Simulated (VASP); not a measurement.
# MnCd7S8 (P3m1) in VASP: further runs

MnCd7S8 is run at these levels: PBEsol+U; tasks: single point.

Program: VASP 6.6.1. These are calculated values, not measurements. Logs are shortened: lines on timing, memory, paths and dates and some standing lists are left out, and cuts for length are marked.

## Step 1: The cell of the first run

Symmetry: P3m1, No. 156, trigonal system. The conventional cell has a = 8.274 Å, b = 8.274 Å, c = 6.714 Å, α = 90.00°, β = 90.00°, γ = 120.00°. Mn (site symmetry 3m) has 4 S at 2.46 Å within 3.2 Å. Within 3.3 Å of Cd (site symmetry m) lie 4 S at 2.54 to 2.55 Å. Within 3.3 Å of Cd (site symmetry m) lie 4 S at 2.53 to 2.54 Å. Within 3.3 Å of Cd (site symmetry 3m) lie 4 S at 2.53 Å. S (site symmetry 3m) has 1 Mn at 2.46 Å and 3 Cd at 2.54 Å within 3.2 Å. Within 3.3 Å of S (site symmetry m) lie 4 Cd at 2.53 to 2.54 Å. S (site symmetry m) has 1 Mn at 2.46 Å and 3 Cd at 2.54 to 2.55 Å within 3.2 Å. S (site symmetry 3m) has 4 Cd at 2.53 to 2.54 Å within 3.3 Å.

## Step 2: Single point, PBEsol+U, collinear spin, ferromagnetic start

Contents of INCAR:

```
SYSTEM = MnCd7S8
ALGO     = Normal         ! electronic algorithm
EDIFF    = 1E-6           ! SCF threshold, eV
ENCUT    = 500            ! plane-wave cutoff, eV
GGA      = PS             ! functional
GGA_COMPAT= .False.      
ISIF     = 2              ! what is computed and relaxed
ISMEAR   = 0              ! smearing method
ISPIN    = 2              ! spin polarisation
LASPH    = .True.         ! aspherical terms in the spheres
LCHARG   = .False.        ! write CHGCAR
LDAU     = .True.         ! DFT+U
LDAUJ    = 0 0 0        
LDAUL    = 2 -1 -1        ! shell
LDAUPRINT= 1            
LDAUTYPE = 2            
LDAUU    = 5.5 0 0        ! U, eV
LMAXMIX  = 4              ! l up to which the mixer works
LORBIT   = 11             ! projections on sites
LREAL    = .False.        ! projectors in reciprocal space
LWAVE    = .False.        ! write WAVECAR
MAGMOM   = 5 0 0 0 0 0 0 0 0 0 0 0 0 0 0 0 ! initial moments
NBANDS   = 90             ! bands
NELM     = 200            ! most SCF steps
PREC     = Accurate       ! precision mode
SIGMA    = 0.05           ! smearing width, eV
```

Contents of KPOINTS:

```
k-points
0
Gamma
  3 3 3
  0 0 0
```

Contents of POSCAR:

```
MnCd7S8
1.0
    8.2740025000      0.0000000000      0.0000000000
   -4.1370013000      7.1654964000      0.0000000000
    0.0000000000      0.0000000000      6.7144000000
Mn Cd S
1 7 8
Direct
    0.3333333333      0.1666666667      0.9984253242
    0.3320176140      0.6660088070      0.9984235079
    0.8339911930      0.1679823860      0.9984235079
    0.8339911930      0.6660088070      0.9984235079
    0.1680604708      0.3319395292      0.5002755696
    0.1680604708      0.8361209416      0.5002755696
    0.6638790584      0.3319395292      0.5002755696
    0.6666666667      0.8333333333      0.4982974321
    0.3333333333      0.1666666667      0.3640713934
    0.3321329257      0.6660664628      0.3768198007
    0.8339335372      0.1678670743      0.3768198007
    0.8339335372      0.6660664628      0.3768198007
    0.1709629972      0.3290370028      0.8789854153
    0.1709629972      0.8419259945      0.8789854153
    0.6580740055      0.3290370028      0.8789854153
    0.6666666667      0.8333333333      0.8756929699
```

Potentials or basis: VASP PAW PBE potentials, release 64 (Mn_pv, Cd, S).

Launch:

```bash
$ cat potpaw_PBE.64/Mn_pv/POTCAR potpaw_PBE.64/Cd/POTCAR potpaw_PBE.64/S/POTCAR > POTCAR
$ mpirun -np 1 vasp_std > vasp.out
```

OUTCAR:

```text
SYSTEM = MnCd7S8
   EDIFF = 1E-6
   ENCUT = 500
   GGA = PS
   ISIF = 2
   ISMEAR = 0
   ISPIN = 2
   LASPH = .True.
   LORBIT = 11
   LREAL = .False.
   NELM = 200
   PREC = Accurate

 ion  position               nearest neighbor table
   1  0.333  0.167  0.998-   9 2.46  15 2.46  13 2.46  14 2.46
   2  0.332  0.666  0.998-  16 2.54  10 2.54  14 2.55  13 2.55
   3  0.834  0.168  0.998-  16 2.54  11 2.54  13 2.55  15 2.55
   4  0.834  0.666  0.998-  16 2.54  12 2.54  14 2.55  15 2.55
   5  0.168  0.332  0.500-  11 2.53  10 2.53   9 2.54  13 2.54
   6  0.168  0.836  0.500-  12 2.53  10 2.53   9 2.54  14 2.54
[... 8 lines left out ...]
  15  0.658  0.329  0.879-   1 2.46   7 2.54   3 2.55   4 2.55
  16  0.667  0.833  0.876-   8 2.53   2 2.54   4 2.54   3 2.54

  LATTYP: Found a hexagonal cell.
 ALAT       =     8.2740025000
 C/A-ratio  =     0.8115056770

  Lattice vectors:

 A1 = (   8.2740025000,   0.0000000000,   0.0000000000)
 A2 = (  -4.1370013000,   7.1654964000,   0.0000000000)
 A3 = (   0.0000000000,   0.0000000000,   6.7144000000)

Analysis of symmetry for initial positions (statically):
=====================================================================
 Subroutine PRICEL returns:
 Original cell was already a primitive cell.

 Routine SETGRP: Setting up the symmetry group for a
 hexagonal supercell.

 Subroutine GETGRP returns: Found  6 space group operations
 (whereof  2 operations were pure point group operations)
 out of a pool of 24 trial point group operations.

The static configuration has the point symmetry C_1h.
 The point group associated with its full space group is C_3v.

Analysis of symmetry for dynamics (positions and initial velocities):
=====================================================================
 Subroutine PRICEL returns:
 Original cell was already a primitive cell.

 Routine SETGRP: Setting up the symmetry group for a
 hexagonal supercell.

 Subroutine GETGRP returns: Found  6 space group operations
 (whereof  2 operations were pure point group operations)
 out of a pool of 24 trial point group operations.

The dynamic configuration has the point symmetry C_1h.
 The point group associated with its full space group is C_3v.

Analysis of structural, dynamic, and magnetic symmetry:
=====================================================================
 Subroutine PRICEL returns:
 Original cell was already a primitive cell.

 Routine SETGRP: Setting up the symmetry group for a
 hexagonal supercell.

 Subroutine GETGRP returns: Found  6 space group operations
 (whereof  2 operations were pure point group operations)
 out of a pool of 24 trial point group operations.

The overall configuration has the point symmetry C_1h.
 The point group associated with its full space group is C_3v.

 Subroutine INISYM returns: Found  6 space group operations
 (whereof  2 operations are pure point group operations),
 and found     1 'primitive' translations

----------------------------------------------------------------------------------------

                                     Primitive cell

  volume of cell :     398.0789

  direct lattice vectors                    reciprocal lattice vectors
     8.274002500  0.000000000  0.000000000     0.120860490  0.069778837  0.000000000
    -4.137001300  7.165496400  0.000000000     0.000000000  0.139557673  0.000000000
     0.000000000  0.000000000  6.714400000     0.000000000  0.000000000  0.148933635

  length of vectors
     8.274002500  8.274002563  6.714400000     0.139557674  0.139557673  0.148933635

  position of ions in fractional coordinates (direct lattice)
     0.333333333  0.166666667  0.998425324
     0.332017614  0.666008807  0.998423508
     0.833991193  0.167982386  0.998423508
[... 114 lines left out ...]
   J (eV)           for each species LDAUJ =   0.0  0.0  0.0
   GGA     = PS    functional components
   LHFCALC =     F    Hartree Fock is set to
   AEXX    =    0.0000 exact exchange contribution
   IVDW    =     0    specifies the selected vdW correction
   LEPSILON=     F    determine dielectric tensor
   LRPA    =     F    only Hartree local field effects (RPA)
 spin polarized calculation
 Gauss-broadening in eV      SIGMA  =   0.05
  energy-cutoff  :      500.00
  volume of cell :      398.08
 maximum number of plane-waves:     10126
   NGX = 31   NGY = 31   NGZ = 25

atom =   1  type =  1  l = 2

 onsite density matrix

spin component  1

  0.9418 -0.0000  0.0000 -0.0032  0.0000
 -0.0000  0.9391 -0.0000 -0.0000 -0.0032
  0.0000 -0.0000  0.9447 -0.0000  0.0000
 -0.0032 -0.0000 -0.0000  0.9391  0.0000
  0.0000 -0.0032  0.0000  0.0000  0.9418

spin component  2

  0.0391 -0.0000  0.0000 -0.0166  0.0000
 -0.0000  0.0263 -0.0000 -0.0000 -0.0166
  0.0000 -0.0000  0.0518 -0.0000  0.0000
 -0.0166 -0.0000 -0.0000  0.0263  0.0000
  0.0000 -0.0166  0.0000  0.0000  0.0391

 occupancies and eigenvectors

  o =  0.0149  v =  0.0000  0.0000  0.0000  0.0000  0.0000  0.5153  0.3397 -0.0000  0.7516  0.2328      0.0000  0.0000  0.0000  0.0000  0.0000  0.0000  0.0000  0.0000  0.0000  0.0000
  o =  0.0149  v =  0.0000  0.0000  0.0000  0.0000  0.0000  0.2328 -0.7516  0.0000  0.3397 -0.5153      0.0000  0.0000  0.0000  0.0000  0.0000  0.0000  0.0000  0.0000  0.0000  0.0000
  o =  0.0504  v =  0.0000  0.0000  0.0000  0.0000  0.0000  0.7516 -0.2328 -0.0000 -0.5153  0.3397      0.0000  0.0000  0.0000  0.0000  0.0000  0.0000  0.0000  0.0000  0.0000  0.0000
  o =  0.0504  v =  0.0000  0.0000  0.0000  0.0000  0.0000 -0.3397 -0.5153 -0.0000  0.2328  0.7516      0.0000  0.0000  0.0000  0.0000  0.0000  0.0000  0.0000  0.0000  0.0000  0.0000
  o =  0.0518  v =  0.0000  0.0000  0.0000  0.0000  0.0000 -0.0000  0.0000 -1.0000  0.0000 -0.0000      0.0000  0.0000  0.0000  0.0000  0.0000  0.0000  0.0000  0.0000  0.0000  0.0000
  o =  0.9370  v =  0.5064  0.3424 -0.0000  0.7576  0.2288  0.0000  0.0000  0.0000  0.0000  0.0000      0.0000  0.0000  0.0000  0.0000  0.0000  0.0000  0.0000  0.0000  0.0000  0.0000
  o =  0.9370  v =  0.2288 -0.7576  0.0000  0.3424 -0.5064  0.0000  0.0000  0.0000  0.0000  0.0000      0.0000  0.0000  0.0000  0.0000  0.0000  0.0000  0.0000  0.0000  0.0000  0.0000
  o =  0.9440  v =  0.7576 -0.2288 -0.0000 -0.5064  0.3424  0.0000  0.0000  0.0000  0.0000  0.0000      0.0000  0.0000  0.0000  0.0000  0.0000  0.0000  0.0000  0.0000  0.0000  0.0000
  o =  0.9440  v = -0.3424 -0.5064 -0.0000  0.2288  0.7576  0.0000  0.0000  0.0000  0.0000  0.0000      0.0000  0.0000  0.0000  0.0000  0.0000  0.0000  0.0000  0.0000  0.0000  0.0000
  o =  0.9447  v = -0.0000  0.0000 -1.0000  0.0000 -0.0000  0.0000  0.0000  0.0000  0.0000  0.0000      0.0000  0.0000  0.0000  0.0000  0.0000  0.0000  0.0000  0.0000  0.0000  0.0000

 number of electron     144.9999979 magnetization       5.0000005

 Free energy of the ion-electron system (eV)
  ---------------------------------------------------
  ext. energy  EPLUGINS =         0.00000000
  ---------------------------------------------------
  free energy    TOTEN  =       -60.97328628 eV

  energy without entropy =      -60.97328628  energy(sigma->0) =      -60.97328628

 E-fermi :   1.6649     XC(G=0):  -9.3033

 val. band max:        1.3916088400   @ k =   0.0000   0.0000   0.0000
 cond. band min:       2.4603949836   @ k =   0.0000   0.0000   0.0000
 fundamental gap:      1.0687861436
 Fermi energy:         1.6649407711

 spin component 1

 k-point     1 :       0.0000    0.0000    0.0000
  band No.  band energies     occupation
      1     -48.2551      1.00000
      2     -48.2530      1.00000
      3     -48.2530      1.00000
      4     -11.0024      1.00000
      5     -10.5746      1.00000
      6     -10.5609      1.00000
[... 598 lines left out ...]
     83       6.3183      0.00000
     84       6.5466      0.00000
 Fermi energy:         1.6649407711

 spin component 2

 k-point     1 :       0.0000    0.0000    0.0000
  band No.  band energies     occupation
      1     -43.4157      1.00000
      2     -43.4133      1.00000
      3     -43.4133      1.00000
      4     -10.9793      1.00000
      5     -10.5483      1.00000
      6     -10.5440      1.00000
[... 598 lines left out ...]
     83       6.5884      0.00000
     84       6.7042      0.00000
 [bands above 84 left out]

------------------------ aborting loop because EDIFF is reached ----------------------------------------

  FORCE on cell =-STRESS in cart. coord.  units (eV):
  Direction    XX          YY          ZZ          XY          YZ          ZX
  --------------------------------------------------------------------------------------
  -------------------------------------------------------------------------------------
  Total       -1.8215093     -1.8215093     -1.4501778      0.0000000     -0.0000000      0.0000000
  in kB       -7.3311624     -7.3311625     -5.8366373      0.0000001     -0.0000000      0.0000000
  external PRESSURE =      -6.8329874 kB  Pullay stress =       0.0000000 kB

 VOLUME and BASIS-vectors are now :
 -----------------------------------------------------------------------------
  energy-cutoff  :      500.00
  volume of cell :      398.08
      direct lattice vectors                 reciprocal lattice vectors
     8.274002500  0.000000000  0.000000000     0.120860490  0.069778837  0.000000000
    -4.137001300  7.165496400  0.000000000     0.000000000  0.139557673  0.000000000
     0.000000000  0.000000000  6.714400000     0.000000000  0.000000000  0.148933635

 POSITION                                       TOTAL-FORCE (eV/Angst)
 -----------------------------------------------------------------------------------
      2.06850      1.19425      6.70383         0.000000      0.000000     -0.011609
     -0.00816      4.77228      6.70381        -0.006782     -0.003916     -0.015280
      6.20550      1.20368      6.70381        -0.000000      0.007832     -0.015280
      4.14517      4.77228      6.70381         0.006782     -0.003916     -0.015280
      0.01730      2.37851      3.35905        -0.000472      0.000272      0.001884
     -2.06850      5.99122      3.35905         0.000000     -0.000545      0.001884
[... 8 lines left out ...]
      4.08368      2.35771      5.90186         0.098972      0.057142     -0.027315
      2.06850      5.97125      5.87975         0.000000     -0.000000      0.025189
 -----------------------------------------------------------------------------------
    total drift:                               -0.000002      0.000000      0.000145

  FREE ENERGIE OF THE ION-ELECTRON SYSTEM (eV)
  ---------------------------------------------------
  free  energy   TOTEN  =       -60.9732862808 eV

  energy  without entropy=      -60.9732862808  energy(sigma->0) =      -60.97328628

 total charge

# of ion       s       p       d       tot
------------------------------------------
    1        0.260   6.203   4.871  11.334
    2        0.425   0.320   9.560  10.305
    3        0.425   0.320   9.560  10.305
    4        0.425   0.320   9.560  10.305
    5        0.427   0.323   9.560  10.310
    6        0.427   0.323   9.560  10.310
[... 8 lines left out ...]
   15        1.315   2.388   0.000   3.703
   16        1.318   2.372   0.000   3.690
--------------------------------------------------
tot         13.776  27.501  71.793 113.069

 magnetization (x)

# of ion       s       p       d       tot
------------------------------------------
    1        0.037   0.047   4.514   4.597
    2        0.003   0.002   0.001   0.006
    3        0.003   0.002   0.001   0.006
    4        0.003   0.002   0.001   0.006
    5        0.002   0.002   0.001   0.005
    6        0.002   0.002   0.001   0.005
[... 8 lines left out ...]
   15        0.002  -0.002   0.000  -0.001
   16        0.000   0.001   0.000   0.001
--------------------------------------------------
tot          0.060   0.055   4.520   4.634
```

Run time: 5.1 min. Hardware: 1 thread of AMD EPYC 9R45 (Zen 5), shared host; peak memory 0.71 GiB.

What came out:

- Free energy: -60.9733 eV
- Pressure: -0.7 GPa
- Largest force: 0.126 eV/Å
- Band gap on the k mesh: 1.07 eV
- Net moment: 5.00 μB per cell
- Site moments: Mn +4.60; Cd +0.01, +0.00 (each value once); S -0.00, +0.00 (each value once) μB
- Valence electrons inside the program's atomic spheres: Mn 11.33; Cd 10.30, 10.31 (each value once); S 3.71, 3.69, 3.70 (each value once)

Forces on the atoms (eV/Å):
```
Mn   0.000  0.000 -0.012
Cd  -0.007 -0.004 -0.015
Cd   0.000  0.008 -0.015
Cd   0.007 -0.004 -0.015
Cd   0.000  0.000  0.002
Cd   0.000 -0.001  0.002
Cd   0.000  0.000  0.002
Cd   0.000  0.000 -0.022
S    0.000  0.000  0.126
S    0.006  0.004  0.001
S    0.000 -0.007  0.001
S   -0.006  0.004  0.001
S   -0.099  0.057 -0.027
S    0.000 -0.114 -0.027
S    0.099  0.057 -0.027
S    0.000  0.000  0.025
```

Eigenvalues of the final occupation matrices:
```csv
site,spin,trace,eigenvalues
site 1 d,1,4.71,0.94 0.94 0.94 0.94 0.94
site 1 d,2,0.18,0.01 0.01 0.05 0.05 0.05
```

Caveat: the PAW data sets were made with another functional, which shifts forces and pressure a little; a cell with one magnetic atom can't hold antiferromagnetic order, which such compounds often take. The state reached can hang on the start; a lower one may exist.

## Step 3: Single point, PBEsol+U, collinear spin, ferromagnetic start

Contents of INCAR:

```
SYSTEM = MnCd7S8
ALGO = Normal ; EDIFF = 1E-6
ENCUT = 500 ; GGA = PS
GGA_COMPAT = .False. ; ISIF = 2
ISMEAR = 0 ; ISPIN = 2
KPAR = 4 ; LASPH = .True.
LCHARG = .False. ; LDAU = .True.
LDAUJ = 0 0 0 ; LDAUL = 2 -1 -1
LDAUPRINT = 1 ; LDAUTYPE = 2
LDAUU = 5.5 0 0 ; LMAXMIX = 4
LORBIT = 11 ; LREAL = .False.
LWAVE = .False. ; MAGMOM = 1.06 0 0 0 0 0 0 0 -0.02 0 0 0 -0.01 -0.02 -0.01 0
NBANDS = 90 ; NELM = 200
PREC = Accurate ; SIGMA = 0.05
```

KPOINTS is that of step 2.

POSCAR is that of step 2.

Potentials or basis: VASP PAW PBE potentials, release 64 (Mn_pv, Cd, S).

Launch:

```bash
$ cat potpaw_PBE.64/Mn_pv/POTCAR potpaw_PBE.64/Cd/POTCAR potpaw_PBE.64/S/POTCAR > POTCAR
$ mpirun -np 4 vasp_std > vasp.out
```

It took 7 min on 4 MPI ranks of AMD EPYC 7R43 (Zen 3), shared host; peak memory 0.82 GiB.

The run converged. Its results:

| Quantity | Value |
| --- | --- |
| Free energy | -60.9733 eV |
| Pressure | -0.7 GPa |
| Largest force | 0.126 eV/Å |
| Band gap on the k mesh | 1.07 eV |
| Net moment | 5.00 μB per cell |
| Site moments | Mn +4.60; Cd +0.01, +0.00 (each value once); S -0.00, +0.00 (each value once) μB |
| Valence electrons inside the program's atomic spheres | Mn 11.33; Cd 10.30, 10.31 (each value once); S 3.71, 3.69, 3.70 (each value once) |

Forces in eV/Å, atoms in the order of the input:
```
Mn   0.000  0.000 -0.012
Cd  -0.007 -0.004 -0.015
Cd   0.000  0.008 -0.015
Cd   0.007 -0.004 -0.015
Cd  -0.001  0.000  0.002
Cd   0.000 -0.001  0.002
Cd   0.001  0.000  0.002
Cd   0.000  0.000 -0.022
S    0.000  0.000  0.126
S    0.006  0.004  0.001
S    0.000 -0.007  0.001
S   -0.006  0.004  0.001
S   -0.099  0.057 -0.027
S    0.000 -0.114 -0.027
S    0.099  0.057 -0.027
S    0.000  0.000  0.025
```

Stress tensor (GPa, compression positive):
```
-0.73  0.00  0.00
 0.00 -0.73  0.00
 0.00  0.00 -0.58
```

Levels at points of the mesh, in eV from the valence-band top:
Spin up:
```
           k point  band 71  band 72  band 73  band 74  band 75  band 76  band 77  band 78  band 79  band 80
(0.00, 0.00, 0.00)    -0.73    -0.73    -0.04     0.00     0.00     1.07     2.63     3.49     3.49     3.60
```
Spin down:
```tsv
k point	band 66	band 67	band 68	band 69	band 70	band 71	band 72	band 73	band 74	band 75
(0.00, 0.00, 0.00)	-0.86	-0.84	-0.32	-0.23	-0.23	1.15	2.66	3.19	3.19	3.56
```

Eigenvalues of the final occupation matrices:
| site | spin | trace | eigenvalues |
| --- | --- | --- | --- |
| site 1 d | 1 | 4.71 | 0.94 0.94 0.94 0.94 0.94 |
| site 1 d | 2 | 0.18 | 0.01 0.01 0.05 0.05 0.05 |

Caveat: the PAW data sets were made with another functional, which shifts forces and pressure a little; a cell with one magnetic atom can't hold antiferromagnetic order, which such compounds often take.
